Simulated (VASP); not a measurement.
# RbBr in VASP: a series of runs

Runs on RbBr. Level: PBEsol. Tasks: single point.

Everything below comes from runs of VASP 6.6.1. Logs are shortened: lines on timing, memory, paths and dates and some standing lists are left out, and cuts for length are marked.

**1. The cell of the first run**

It takes space group R-3m (No. 166, trigonal). Conventional cell: a = 4.831 Å, b = 4.831 Å, c = 11.924 Å, α = 90.00°, β = 90.00°, γ = 120.00°. Rb (site symmetry -3m) has 6 Br at 3.42 Å within 4.5 Å. Br (site symmetry -3m) has 6 Rb at 3.42 Å within 4.5 Å.

**2. Single point, PBEsol, non-collinear spin, zero start, spin-orbit coupling (equal xy, yz and zx engineering shears of +0.5 %)**

Contents of INCAR:

```
PREC = Accurate
ENCUT = 520
EDIFF = 1E-7
ISMEAR = 0
SIGMA = 0.01
LREAL = F
LASPH = T
NELM = 150
ALGO = Normal
ISIF = 2
LWAVE = F
LCHARG = T
LNONCOLLINEAR = T
MAGMOM = 0 0 0 0 0 0
LORBIT = 11
LSORBIT = T
GGA_COMPAT = F
LORBMOM = T
GGA = PS
LVHAR = T
NBANDS = 28
```

Contents of KPOINTS:

```
regular mesh
0
Gamma
  6 6 6
```

Contents of POSCAR:

```
RbBr
1.0
    0.0171246174      3.4334857788      3.4334857788
    3.4334857788      0.0171246174      3.4334857788
    3.4334857788      3.4334857788      0.0171246174
Rb Br
1 1
Direct
    0.0000000000      0.0000000000      0.0000000000
    0.5000000000      0.5000000000      0.5000000000
```

Potentials or basis: VASP PAW PBE potentials, release 64 (Rb_sv, Br).

On the command line:

```
cat potpaw_PBE.64/Rb_sv/POTCAR potpaw_PBE.64/Br/POTCAR > POTCAR
mpirun -np 1 vasp_ncl > vasp.out
```

OUTCAR:

```text
PREC = Accurate
   ENCUT = 520
   EDIFF = 1E-7
   ISMEAR = 0
   LREAL = F
   LASPH = T
   NELM = 150
   ISIF = 2
   LNONCOLLINEAR = T
   LORBIT = 11
   LSORBIT = T
   GGA = PS

 ion  position               nearest neighbor table
   1  0.000  0.000  0.000-   2 3.42   2 3.42   2 3.42   2 3.42   2 3.42   2 3.42
   2  0.500  0.500  0.500-   1 3.42   1 3.42   1 3.42   1 3.42   1 3.42   1 3.42

  LATTYP: Found a trigonal (rhomboedric) cell.
 ALAT       =     4.8557123513
 COS(alpha) =     0.5049812504

  Lattice vectors:

 A1 = (   0.0171246174,   3.4334857788,   3.4334857788)
 A2 = (   3.4334857788,   0.0171246174,   3.4334857788)
 A3 = (   3.4334857788,   3.4334857788,   0.0171246174)

Analysis of symmetry for initial positions (statically):
=====================================================================
 Subroutine PRICEL returns:
 Original cell was already a primitive cell.

 Routine SETGRP: Setting up the symmetry group for a
 trigonal (rhombohedral) supercell.

 Subroutine GETGRP returns: Found 12 space group operations
 (whereof 12 operations were pure point group operations)
 out of a pool of 12 trial point group operations.

The static configuration has the point symmetry D_3d.

Analysis of symmetry for dynamics (positions and initial velocities):
=====================================================================
 Subroutine PRICEL returns:
 Original cell was already a primitive cell.

 Routine SETGRP: Setting up the symmetry group for a
 trigonal (rhombohedral) supercell.

 Subroutine GETGRP returns: Found 12 space group operations
 (whereof 12 operations were pure point group operations)
 out of a pool of 12 trial point group operations.

The dynamic configuration has the point symmetry D_3d.

Analysis of structural, dynamic, and magnetic symmetry:
=====================================================================
 Subroutine PRICEL returns:
 Original cell was already a primitive cell.

 Routine SETGRP: Setting up the symmetry group for a
 trigonal (rhombohedral) supercell.

 Subroutine GETGRP returns: Found 12 space group operations
 (whereof 12 operations were pure point group operations)
 out of a pool of 12 trial point group operations.

The overall configuration has the point symmetry D_3d.

 Subroutine INISYM returns: Found 12 space group operations
 (whereof 12 operations are pure point group operations),
 and found     1 'primitive' translations

----------------------------------------------------------------------------------------

                                     Primitive cell

  volume of cell :      80.3479

  direct lattice vectors                    reciprocal lattice vectors
     0.017124617  3.433485779  3.433485779    -0.146718616  0.145990484  0.145990484
     3.433485779  0.017124617  3.433485779     0.145990484 -0.146718616  0.145990484
     3.433485779  3.433485779  0.017124617     0.145990484  0.145990484 -0.146718616

  length of vectors
     4.855712351  4.855712351  4.855712351     0.253284020  0.253284020  0.253284020

  position of ions in fractional coordinates (direct lattice)
     0.000000000  0.000000000  0.000000000
     0.500000000  0.500000000  0.500000000

  ion indices of the primitive-cell ions
   primitive index   ion index
                 1           1
                 2           2

----------------------------------------------------------------------------------------

 KPOINTS: regular mesh

Automatic generation of k-mesh.
 Grid dimensions read from file:
 generate k-points for:    6    6    6

 Generating k-lattice:

  Cartesian coordinates                     Fractional coordinates (reciprocal lattice)
    -0.024453103  0.024331747  0.024331747     0.166666667  0.000000000 -0.000000000
     0.024331747 -0.024453103  0.024331747     0.000000000  0.166666667 -0.000000000
[... 99 lines left out ...]
 number of electron      15.9999999 magnetization       0.0000000     -0.0000000      0.0000000

 number of electron      15.9999999 magnetization      -0.0000000      0.0000000     -0.0000000

 Free energy of the ion-electron system (eV)
  ---------------------------------------------------
  ext. energy  EPLUGINS =         0.00000000
  ---------------------------------------------------
  free energy    TOTEN  =        -6.40786014 eV

  energy without entropy =       -6.40786014  energy(sigma->0) =       -6.40786014

 E-fermi :  -1.5800     XC(G=0):  -7.4144

 val. band max:       -1.6740601446   @ k =   0.0000   0.0000   0.0000
 cond. band min:       2.3755553479   @ k =   0.0000   0.0000   0.0000
 fundamental gap:      4.0496154926
 Fermi energy:        -1.5800068084

 k-point     1 :       0.0000    0.0000    0.0000
  band No.  band energies     occupation
      1     -26.1924      1.00000
      2     -26.1924      1.00000
      3     -14.0333      1.00000
      4     -14.0333      1.00000
      5     -10.8543      1.00000
      6     -10.8543      1.00000
[... 733 lines left out ...]
     27       9.0225      0.00000
     28       9.0227      0.00000

 [... further k-points ...]

------------------------ aborting loop because EDIFF is reached ----------------------------------------

  FORCE on cell =-STRESS in cart. coord.  units (eV):
  Direction    XX          YY          ZZ          XY          YZ          ZX
  --------------------------------------------------------------------------------------
  -------------------------------------------------------------------------------------
  Total        0.0019762      0.0019762      0.0019762     -0.0101372     -0.0101372     -0.0101372
  in kB        0.0394072      0.0394072      0.0394072     -0.2021417     -0.2021417     -0.2021417
  external PRESSURE =       0.0394072 kB  Pullay stress =       0.0000000 kB

 VOLUME and BASIS-vectors are now :
 -----------------------------------------------------------------------------
  energy-cutoff  :      520.00
  volume of cell :       80.35
      direct lattice vectors                 reciprocal lattice vectors
     0.017124617  3.433485779  3.433485779    -0.146718616  0.145990484  0.145990484
     3.433485779  0.017124617  3.433485779     0.145990484 -0.146718616  0.145990484
     3.433485779  3.433485779  0.017124617     0.145990484  0.145990484 -0.146718616

 POSITION                                       TOTAL-FORCE (eV/Angst)
 -----------------------------------------------------------------------------------
      0.00000      0.00000      0.00000         0.000000     -0.000000      0.000000
      3.44205      3.44205      3.44205        -0.000000      0.000000     -0.000000
 -----------------------------------------------------------------------------------
    total drift:                                0.000000      0.000000      0.000000

  FREE ENERGIE OF THE ION-ELECTRON SYSTEM (eV)
  ---------------------------------------------------
  free  energy   TOTEN  =        -6.4078601449 eV

  energy  without entropy=       -6.4078601449  energy(sigma->0) =       -6.40786014

 orbital moment (x)

 # of ion     p       d       tot
 ----------------------------------------
  1        -0.000  -0.000  -0.000
  2         0.000   0.000   0.000
 ----------------------------------------
           -0.000  -0.000  -0.000

 orbital moment (y)

 # of ion     p       d       tot
 ----------------------------------------
  1         0.000  -0.000   0.000
  2         0.000   0.000   0.000
 ----------------------------------------
            0.000  -0.000   0.000

 orbital moment (z)

 # of ion     p       d       tot
 ----------------------------------------
  1         0.000   0.000   0.000
  2        -0.000   0.000  -0.000
 ----------------------------------------
           -0.000   0.000  -0.000

 Spin-Orbit-Coupling matrix elements

 Ion:    1  E_soc:     -0.0532354
 l=   1
     0.0000000    -0.0088632    -0.0088632
    -0.0088632     0.0000000    -0.0088632
    -0.0088632    -0.0088632     0.0000000
 l=   2
     0.0000000     0.0000009     0.0000000     0.0000009    -0.0000102
     0.0000009     0.0000000    -0.0000076     0.0000009    -0.0000025
     0.0000000    -0.0000076     0.0000000    -0.0000076     0.0000000
     0.0000009     0.0000009    -0.0000076     0.0000000    -0.0000025
    -0.0000102    -0.0000025     0.0000000    -0.0000025     0.0000000
 l=   3
     0.0000000     0.0000000     0.0000000     0.0000000     0.0000000     0.0000000     0.0000000
     0.0000000     0.0000000     0.0000000     0.0000000     0.0000000     0.0000000     0.0000000
     0.0000000     0.0000000     0.0000000     0.0000000     0.0000000     0.0000000     0.0000000
     0.0000000     0.0000000     0.0000000     0.0000000     0.0000000     0.0000000     0.0000000
     0.0000000     0.0000000     0.0000000     0.0000000     0.0000000     0.0000000     0.0000000
     0.0000000     0.0000000     0.0000000     0.0000000     0.0000000     0.0000000     0.0000000
     0.0000000     0.0000000     0.0000000     0.0000000     0.0000000     0.0000000     0.0000000

 Ion:    2  E_soc:     -0.0520165
 l=   1
     0.0000000    -0.0086690    -0.0086690
    -0.0086690     0.0000000    -0.0086690
    -0.0086690    -0.0086690     0.0000000
 l=   2
     0.0000000    -0.0000000     0.0000000    -0.0000000    -0.0000004
    -0.0000000     0.0000000    -0.0000003    -0.0000000    -0.0000001
     0.0000000    -0.0000003     0.0000000    -0.0000003     0.0000000
    -0.0000000    -0.0000000    -0.0000003     0.0000000    -0.0000001
    -0.0000004    -0.0000001     0.0000000    -0.0000001     0.0000000
 l=   3
     0.0000000     0.0000000     0.0000000     0.0000000     0.0000000     0.0000000     0.0000000
     0.0000000     0.0000000     0.0000000     0.0000000     0.0000000     0.0000000     0.0000000
     0.0000000     0.0000000     0.0000000     0.0000000     0.0000000     0.0000000     0.0000000
     0.0000000     0.0000000     0.0000000     0.0000000     0.0000000     0.0000000     0.0000000
     0.0000000     0.0000000     0.0000000     0.0000000     0.0000000     0.0000000     0.0000000
     0.0000000     0.0000000     0.0000000     0.0000000     0.0000000     0.0000000     0.0000000
     0.0000000     0.0000000     0.0000000     0.0000000     0.0000000     0.0000000     0.0000000

 total charge

# of ion       s       p       d       tot
------------------------------------------
    1        1.938   5.350   0.024   7.312
    2        1.592   3.278   0.001   4.872
--------------------------------------------------
tot          3.530   8.629   0.025  12.184

 magnetization (x)

# of ion       s       p       d       tot
------------------------------------------
    1        0.000   0.000  -0.000  -0.000
    2       -0.000   0.000   0.000  -0.000
--------------------------------------------------
tot         -0.000   0.000  -0.000  -0.000

 magnetization (y)

# of ion       s       p       d       tot
------------------------------------------
    1       -0.000  -0.000   0.000  -0.000
    2        0.000   0.000  -0.000   0.000
--------------------------------------------------
tot         -0.000  -0.000   0.000  -0.000

 magnetization (z)

# of ion       s       p       d       tot
------------------------------------------
    1        0.000   0.000   0.000   0.000
    2        0.000   0.000   0.000   0.000
--------------------------------------------------
tot          0.000   0.000   0.000   0.000
```

It took 2.4 min on 1 thread of Intel Xeon Platinum 8259CL at 2.50GHz (Skylake/Cascade Lake), shared host; peak memory 0.43 GiB.

Results:

- Free energy: -6.4079 eV
- Pressure: 0.0 GPa
- Net moment: 0.00 μB per cell
- Valence electrons inside the program's atomic spheres: Rb 7.31; Br 4.87

Moments on the atoms (μB; x, y, z):
```
Rb  0.00 0.00 0.00
Br  0.00 0.00 0.00
```

Caveat: the cell differs from its parent crystal (equal xy, yz and zx engineering shears of +0.5 %); the PAW data sets were made with another functional, which shifts forces and pressure a little.

**3. Single point, PBEsol, non-collinear spin, zero start, spin-orbit coupling (0.01, 0.01] A)**

Contents of INCAR:

```
SYSTEM = RbBr
ALGO = Normal
EDIFF = 1E-7
ENCUT = 520
GGA = PS
GGA_COMPAT = .FALSE.
ISIF = 2
ISMEAR = 0
LASPH = .TRUE.
LCHARG = .FALSE.
LORBIT = 11
LORBMOM = .TRUE.
LREAL = .FALSE.
LSORBIT = .TRUE.
LWAVE = .FALSE.
MAGMOM = 0 0 0 0 0 0
NBANDS = 28
NELM = 150
PREC = Accurate
SIGMA = 0.01
```

Contents of KPOINTS:

```
k-points
0
G
  6 6 6
  0 0 0
```

Contents of POSCAR:

```
RbBr
1.0
    0.0000000000      3.4249234702      3.4249234702
    3.4249234702      0.0000000000      3.4249234702
    3.4249234702      3.4249234702      0.0000000000
Rb Br
1 1
Direct
    0.0014598866      0.0014598866      0.0014598866
    0.5000000000      0.5000000000      0.5000000000
```

Potentials or basis: VASP PAW PBE potentials, release 64 (Rb_sv, Br).

On the command line:

```
cat potpaw_PBE.64/Rb_sv/POTCAR potpaw_PBE.64/Br/POTCAR > POTCAR
mpirun -np 1 vasp_ncl > vasp.out
```

It took 3.7 min on 1 thread of Intel Xeon Platinum 8259CL at 2.50GHz (Skylake/Cascade Lake), shared host; peak memory 0.48 GiB.

The run converged. Its results:

| Item | Value |
| --- | --- |
| Free energy | -6.4078 eV |
| Pressure | 0.0 GPa |
| Largest force | 0.019 eV/Å |
| Net moment | 0.00 μB per cell |
| Valence electrons inside the program's atomic spheres | Rb 7.31; Br 4.87 |

Forces on the atoms (eV/Å):
```
Rb  -0.011 -0.011 -0.011
Br   0.011  0.011  0.011
```

Moments on the atoms (μB; x, y, z):
```
Rb  0.00 0.00 0.00
Br  0.00 0.00 0.00
```

Caveat: the cell differs from its parent crystal (0.01, 0.01] A); the PAW data sets were made with another functional, which shifts forces and pressure a little.
